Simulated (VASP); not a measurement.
CoO, 2 atoms in the cell. The structure is cubic, space group Pm-3m (No. 221). The conventional cell has a = 2.571 Å, b = 2.571 Å, c = 2.571 Å, α = 90.00°, β = 90.00°, γ = 90.00°. Co (site symmetry m-3m) has 8 O at 2.23 Å and 6 Co at 2.57 Å within 2.9 Å. Within 2.9 Å of O (site symmetry m-3m) lie 8 Co at 2.23 Å and 6 O at 2.57 Å. 

```yaml
Program: VASP 6.6.1
Task: single point
Functional: PBE
Potentials_or_basis: VASP PAW PBE potentials, release 64 (Co_sv, O)
Cutoff: 700 eV
k_mesh: 10 × 10 × 10
Occupations: fermi-dirac, width 0.05 eV
Spin: collinear spin, ferromagnetic start
Starting_moments: "[1.71, 0.0] μB"
Dipole_correction: no
Further_INCAR_settings: ALGO = Normal; EDIFF = 1e-06; NBANDS = 22
```

Potentials or basis: VASP PAW PBE potentials, release 64 (Co_sv, O).

Run with:

```console
$ cat potpaw_PBE.64/Co_sv/POTCAR potpaw_PBE.64/O/POTCAR > POTCAR
$ mpirun -np 1 vasp_std > vasp.out
```

Hardware: 1 thread of Intel(R) Xeon(R) 6975P-C (Granite Rapids), with other jobs on the host.

Problem. How long does it take, and how much memory?

Solution. It took 49 s on 1 thread of Intel(R) Xeon(R) 6975P-C (Granite Rapids), with other jobs on the host, peak memory 0.18 GiB. Counts: scf iterations 16, k points 56.
